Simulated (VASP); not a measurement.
Input of a VASP 6.6.1 run:

INCAR

```
  PREC = Accurate
  ENCUT = 520
  EDIFF = 1E-6
  ISMEAR = 0
  SIGMA = 0.1
  LREAL = False
  LASPH = True
  NELM = 80
  ALGO = Normal
  ISIF = 2
  LWAVE = False
  LCHARG = False
  GGA = PE
  NBANDS = 26
```

Contents of KPOINTS:

```
regular mesh
0
Gamma
  8 8 8
```

POSCAR

```
Na3ZrB
1.0
    4.9946070774      0.0000000000      0.0000000000
    0.0000000000      4.9946070774      0.0000000000
    0.0000000000      0.0000000000      4.9946070774
Na Zr B
3 1 1
Direct
    0.0000000000      0.5000000000      0.5000000000
    0.5000000000      0.0000000000      0.5000000000
    0.5000000000      0.5000000000      0.0000000000
    0.0000000000      0.0000000000      0.0000000000
    0.5000000000      0.5000000000      0.5000000000
```

Potentials or basis: VASP PAW PBE potentials, release 64 (Na_pv, Zr_sv, B).

Run with:

```bash
$ cat potpaw_PBE.64/Na_pv/POTCAR potpaw_PBE.64/Zr_sv/POTCAR potpaw_PBE.64/B/POTCAR > POTCAR
$ mpirun -np 1 vasp_std > vasp.out
```

(1) Predict the band gap on the k mesh.

(2) Estimate the pressure.

Results:

(1) zero (bands 18 and 19 overlap by 0.77 eV).

(2) 0.0 GPa.
